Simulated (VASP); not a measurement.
# Sc (I4_1/amd) in VASP: a series of runs

Sc is run at these levels: PBE; tasks: single point.

Everything below comes from runs of VASP 6.6.1. Logs are shortened: lines on timing, memory, paths and dates and some standing lists are left out, and cuts for length are marked.

## (1) The cell of the first run

Symmetry: I4_1/amd, No. 141, tetragonal system. Conventional cell: a = 5.355 Å, b = 5.355 Å, c = 3.014 Å, α = 90.00°, β = 90.00°, γ = 90.00°. Sc (site symmetry -4m2) has 10 Sc at 2.78 to 3.50 Å within 3.7 Å.

## (2) Single point, PBE

INCAR reads:

```
PREC = Accurate
ENCUT = 520
EDIFF = 1E-6
ISMEAR = -1
SIGMA = 0.05
LREAL = F
LASPH = T
NELM = 60
ALGO = Normal
ISIF = 2
LWAVE = F
LCHARG = T
GGA = PE
LELF = T
LVHAR = T
NBANDS = 18
```

KPOINTS reads:

```
regular mesh
0
Gamma
  14 14 14
```

POSCAR reads:

```
Sc
1.0
   -2.6777345851      2.6777345851      1.5070032422
    2.6777345851     -2.6777345851      1.5070032422
    2.6777345851      2.6777345851     -1.5070032422
Sc
2
Direct
   -0.3750000000     -0.1250000000     -0.2500000000
    0.3750000000      0.1250000000      0.2500000000
```

Potentials or basis: VASP PAW PBE potentials, release 64 (Sc_sv).

Started as:

```console
cat potpaw_PBE.64/Sc_sv/POTCAR > POTCAR
mpirun -np 1 vasp_std > vasp.out
```

OUTCAR:

```text
PREC = Accurate
   ENCUT = 520
   EDIFF = 1E-6
   ISMEAR = -1
   LREAL = F
   LASPH = T
   NELM = 60
   ISIF = 2
   GGA = PE

 ion  position               nearest neighbor table
   1  0.625  0.875  0.750-   2 2.78   2 2.78   2 2.78   2 2.78
   2  0.375  0.125  0.250-   1 2.78   1 2.78   1 2.78   1 2.78

  LATTYP: Found a body centered tetragonal cell.
 ALAT       =     5.3554691702
 C/A-ratio  =     0.5627903716

  Lattice vectors:

 A1 = (  -2.6777345851,   2.6777345851,   1.5070032422)
 A2 = (   2.6777345851,  -2.6777345851,   1.5070032422)
 A3 = (   2.6777345851,   2.6777345851,  -1.5070032422)

Analysis of symmetry for initial positions (statically):
=====================================================================
 Subroutine PRICEL returns:
 Original cell was already a primitive cell.

 Routine SETGRP: Setting up the symmetry group for a
 body centered tetragonal supercell.

 Subroutine GETGRP returns: Found 16 space group operations
 (whereof  4 operations were pure point group operations)
 out of a pool of 16 trial point group operations.

The static configuration has the point symmetry C_2h.
 The point group associated with its full space group is D_4h.

Analysis of symmetry for dynamics (positions and initial velocities):
=====================================================================
 Subroutine PRICEL returns:
 Original cell was already a primitive cell.

 Routine SETGRP: Setting up the symmetry group for a
 body centered tetragonal supercell.

 Subroutine GETGRP returns: Found 16 space group operations
 (whereof  4 operations were pure point group operations)
 out of a pool of 16 trial point group operations.

The dynamic configuration has the point symmetry C_2h.
 The point group associated with its full space group is D_4h.

 Subroutine INISYM returns: Found 16 space group operations
 (whereof  4 operations are pure point group operations),
 and found     1 'primitive' translations

----------------------------------------------------------------------------------------

                                     Primitive cell

  volume of cell :      43.2224

  direct lattice vectors                    reciprocal lattice vectors
    -2.677734585  2.677734585  1.507003242     0.000000000  0.186725004  0.331784290
     2.677734585 -2.677734585  1.507003242     0.186725004  0.000000000  0.331784290
     2.677734585  2.677734585 -1.507003242     0.186725004  0.186725004  0.000000000

  length of vectors
     4.075731074  4.075731074  4.075731074     0.380719111  0.380719111  0.264069033

  position of ions in fractional coordinates (direct lattice)
     0.625000000  0.875000000  0.750000000
     0.375000000  0.125000000  0.250000000

  ion indices of the primitive-cell ions
   primitive index   ion index
                 1           1
                 2           2

----------------------------------------------------------------------------------------

 KPOINTS: regular mesh

Automatic generation of k-mesh.
 Grid dimensions read from file:
 generate k-points for:   14   14   14

 Generating k-lattice:

  Cartesian coordinates                     Fractional coordinates (reciprocal lattice)
     0.000000000  0.013337500  0.023698878     0.071428571  0.000000000 -0.000000000
     0.013337500  0.000000000  0.023698878     0.000000000  0.071428571 -0.000000000
     0.013337500  0.013337500  0.000000000     0.000000000  0.000000000  0.071428571

  Length of vectors
     0.027194222  0.027194222  0.018862074

  Shift w.r.t. Gamma in fractional coordinates (k-lattice)
     0.000000000  0.000000000  0.000000000

 Subroutine IBZKPT returns following result:
 ===========================================

 Found    244 irreducible k-points:

 Following reciprocal coordinates:
            Coordinates               Weight
  0.000000  0.000000  0.000000      1.000000
  0.071429  0.000000  0.000000      8.000000
  0.142857  0.000000  0.000000      8.000000
  0.214286  0.000000 -0.000000      8.000000
  0.285714  0.000000  0.000000      8.000000
  0.357143  0.000000 -0.000000      8.000000
[... 16 lines left out ...]
  0.214286  0.142857  0.000000     16.000000
  0.285714  0.142857  0.000000     16.000000
 [... further k-points ...]
   k-points           NKPTS =    244   k-points in BZ     NKDIM =    244   number of bands    NBANDS=     18
   number of dos      NEDOS =    301   number of ions     NIONS =      2
   total plane-waves  NPLWV =  27000
   dimension x,y,z NGX =    30 NGY =   30 NGZ =   30
   dimension x,y,z NGXF=    60 NGYF=   60 NGZF=   60
   ions per type =               2
   NGX,Y,Z   is equivalent  to a cutoff of  12.24, 12.24, 12.24 a.u.
   NGXF,Y,Z  is equivalent  to a cutoff of  24.47, 24.47, 24.47 a.u.
 SYSTEM =  unknown system
   PREC   = accura    normal or accurate (medium, high low for compatibility)
   ISTART =      0    job   : 0-new  1-cont  2-samecut
   ICHARG =      2    charge: 1-file 2-atom 10-const
   ISPIN  =      1    spin polarized calculation?
   LNONCOLLINEAR =      F non collinear calculations
   LSORBIT =      F    spin-orbit coupling
   LASPH  =      T    aspherical Exc in radial PAW
   ENCUT  =  520.0 eV  38.22 Ry    6.18 a.u.   7.58  7.58  7.58*2*pi/ulx,y,z
   NELM   =     60;   NELMIN=  2; NELMDL= -5     # of ELM steps
   EDIFF  = 0.1E-05   stopping-criterion for ELM
   LREAL  =      F    real-space projection
   EDIFFG = 0.1E-04   stopping-criterion for IOM
   NSW    =      0    number of steps for IOM
   IBRION =     -1    ionic relax: 0-MD 1-quasi-New 2-CG
   NFREE  =      0    steps in history (QN), initial steepest desc. (CG)
   ISIF   =      2    stress and relaxation
   ISYM   =      2    0-nonsym 1-usesym 2-fastsym
   POTIM  = 0.5000    time-step for ionic-motion
   TEBEG  =    0.0;   TEEND  =   0.0 temperature during run
   PSTRESS=    0.0 pullay stress
   NELECT =      22.0000    total number of electrons
   NUPDOWN=      -1.0000    fix difference up-down
   EMIN   =  10.00;   EMAX   =-10.00  energy-range for DOS
   EFERMI =   0.00;   METHOD = LEGACY
   ISMEAR =    -1;   SIGMA  =   0.05  broadening in eV -4-tet -1-fermi 0-gaus
   EFERMI_NEDOS =   21; number of points for ismear=-14 and -15
   IALGO  =     38    algorithm
   IMIX   =      4    mixing-type and parameters
     AMIX     =   0.40;   BMIX     =  1.00
     AMIX_MAG =   1.60;   BMIX_MAG =  1.00
  volume/ion in A,a.u.               =      21.61       145.84
  Fermi-wavevector in a.u.,A,eV,Ry     =   1.307112  2.470083 23.246106  1.708541
  Thomas-Fermi vector in A             =   2.437868
   LORBIT       =      0    0 simple, 1 ext, 2 COOP (PROOUT), +10 PAW based schemes
   GGA     = PE    functional components
   LHFCALC =     F    Hartree Fock is set to
   AEXX    =    0.0000 exact exchange contribution
   IVDW    =     0    specifies the selected vdW correction
   LEPSILON=     F    determine dielectric tensor
   LRPA    =     F    only Hartree local field effects (RPA)
 non-spin polarized calculation
  energy-cutoff  :      520.00
  volume of cell :       43.22
 maximum number of plane-waves:      1184
   NGX = 15   NGY = 15   NGZ = 15

 number of electron      22.0000011 magnetization

 Free energy of the ion-electron system (eV)
  ---------------------------------------------------
  ext. energy  EPLUGINS =         0.00000000
  ---------------------------------------------------
  free energy    TOTEN  =       -11.55625811 eV

  energy without entropy =      -11.52529883  energy(sigma->0) =      -11.54077847

 E-fermi :   4.4884     XC(G=0): -10.3920

 val. band max:        4.4838959422   @ k =   0.1429   0.1429   0.0000
 cond. band min:       4.4943377775   @ k =  -0.1429   0.1429   0.0000
 fundamental gap:      0.0104418353
 Fermi energy:         4.4883985382

 k-point     1 :       0.0000    0.0000    0.0000
  band No.  band energies     occupation
      1     -44.9082      2.00000
      2     -44.6459      2.00000
      3     -23.8516      2.00000
      4     -23.8516      2.00000
      5     -23.1324      2.00000
      6     -23.1324      2.00000
[... 10 lines left out ...]
     17       7.4888      0.00000
     18       9.0821      0.00000

 k-point     2 :       0.0714    0.0000    0.0000
  band No.  band energies     occupation
      1     -44.9027      2.00000
      2     -44.6462      2.00000
      3     -23.8500      2.00000
      4     -23.8392      2.00000
      5     -23.1709      2.00000
      6     -23.1442      2.00000
[... 10 lines left out ...]
     17       7.7267      0.00000
     18       9.0787      0.00000

 k-point     3 :       0.1429    0.0000    0.0000
  band No.  band energies     occupation
      1     -44.8873      2.00000
      2     -44.6472      2.00000
      3     -23.8455      2.00000
      4     -23.8049      2.00000
      5     -23.2444      2.00000
      6     -23.2080      2.00000
[... 10 lines left out ...]
     17       7.6340      0.00000
     18       8.9402      0.00000

 k-point     4 :       0.2143    0.0000   -0.0000
  band No.  band energies     occupation
      1     -44.8642      2.00000
      2     -44.6495      2.00000
      3     -23.8388      2.00000
      4     -23.7574      2.00000
      5     -23.3469      2.00000
      6     -23.2898      2.00000
[... 375 lines left out ...]
      4     -23.7865      2.00000
      5     -23.4108      2.00000
      6     -23.3958      2.00000
[... 10 lines left out ...]
     17       7.3286      0.00000
     18       8.6888      0.00000

 k-point    23 :       0.2143    0.1429    0.0000
  band No.  band energies     occupation
      1     -44.8217      2.00000
      2     -44.6479      2.00000
      3     -23.7967      2.00000
      4     -23.7571      2.00000
      5     -23.4963      2.00000
      6     -23.4685      2.00000
[... 10 lines left out ...]
     17       7.9961      0.00000
     18       8.4527      0.00000

 k-point    24 :       0.2857    0.1429    0.0000
  band No.  band energies     occupation
      1     -44.7986      2.00000
      2     -44.6563      2.00000
      3     -23.8076      2.00000
      4     -23.7384      2.00000
      5     -23.5621      2.00000
      6     -23.4891      2.00000
[... 10 lines left out ...]
     17       8.1445      0.00000
     18       8.8494      0.00000

 [... further k-points ...]

------------------------ aborting loop because EDIFF is reached ----------------------------------------

  FORCE on cell =-STRESS in cart. coord.  units (eV):
  Direction    XX          YY          ZZ          XY          YZ          ZX
  --------------------------------------------------------------------------------------
  -------------------------------------------------------------------------------------
  Total        1.9689914      1.9689914      1.9587062      0.0000000      0.0000000     -0.0000000
  in kB       72.9869435     72.9869435     72.6056878      0.0000000      0.0000000     -0.0000000
  external PRESSURE =      72.8598583 kB  Pullay stress =       0.0000000 kB

 VOLUME and BASIS-vectors are now :
 -----------------------------------------------------------------------------
  energy-cutoff  :      520.00
  volume of cell :       43.22
      direct lattice vectors                 reciprocal lattice vectors
    -2.677734585  2.677734585  1.507003242     0.000000000  0.186725004  0.331784290
     2.677734585 -2.677734585  1.507003242     0.186725004  0.000000000  0.331784290
     2.677734585  2.677734585 -1.507003242     0.186725004  0.186725004  0.000000000

 POSITION                                       TOTAL-FORCE (eV/Angst)
 -----------------------------------------------------------------------------------
      2.67773      1.33887      1.13025         0.000000     -0.000000     -0.000000
     -0.00000      1.33887      0.37675        -0.000000      0.000000      0.000000
 -----------------------------------------------------------------------------------
    total drift:                                0.000000     -0.000000      0.000000

  FREE ENERGIE OF THE ION-ELECTRON SYSTEM (eV)
  ---------------------------------------------------
  free  energy   TOTEN  =       -11.5562581114 eV

  energy  without entropy=      -11.5252988348  energy(sigma->0) =      -11.54077847
```

It took 4.3 min on 1 thread of Oxide Virtual Turin-like, shared host; peak memory 0.25 GiB.

Results:

| Quantity | Value |
| --- | --- |
| Free energy | -11.5563 eV |
| Pressure | 7.3 GPa |
| Band gap on the k mesh | zero (band 11 reaches 4.78 eV, above the bottom of band 12 at 3.82 eV) |

## (3) Single point, PBE

INCAR reads:

```
SYSTEM = Sc
  PREC = Accurate
  ENCUT = 520
  EDIFF = 1E-7
  ISMEAR = -1
  SIGMA = 0.05
  LREAL = .False.
  LASPH = .True.
  NELM = 100
  ALGO = Normal
  ISIF = 2
  LWAVE = .False.
  LCHARG = .False.
  GGA = PE
  NBANDS = 18
```

KPOINTS reads:

```
Automatic mesh
0
Gamma
  14 14 14
  0 0 0
```

POSCAR is that of step 2.

Potentials or basis: VASP PAW PBE potentials, release 64 (Sc_sv).

Started as:

```console
cat potpaw_PBE.64/Sc_sv/POTCAR > POTCAR
mpirun -np 1 vasp_std > vasp.out
```

Wall time 4.2 min (1 thread of Oxide Virtual Turin-like, shared host); peak memory 0.24 GiB.

It converged, with:

* Free energy: -11.5563 eV
* Pressure: 7.3 GPa
* Band gap on the k mesh: zero (band 11 reaches 4.78 eV, above the bottom of band 12 at 3.82 eV)

Levels at points of the mesh, in eV from the Fermi level:
```
           k point  band 7  band 8  band 9  band 10  band 11  band 12  band 13  band 14  band 15  band 16
(0.00, 0.00, 0.00)  -27.62  -27.61   -5.24    -2.01    -0.16     0.14     0.93     2.96     2.96     3.00
(0.50, 0.00, 0.00)  -27.81  -27.59   -1.74    -1.37    -0.59     0.43     1.04     1.80     1.86     3.10
(0.50, 0.50, 0.00)  -27.57  -27.57   -2.63    -2.63     0.20     0.20     1.09     1.09     2.36     2.36
(0.50, 0.50, 0.50)  -27.53  -27.53   -1.59    -1.59     0.14     0.14     0.84     0.84     2.72     2.72
```
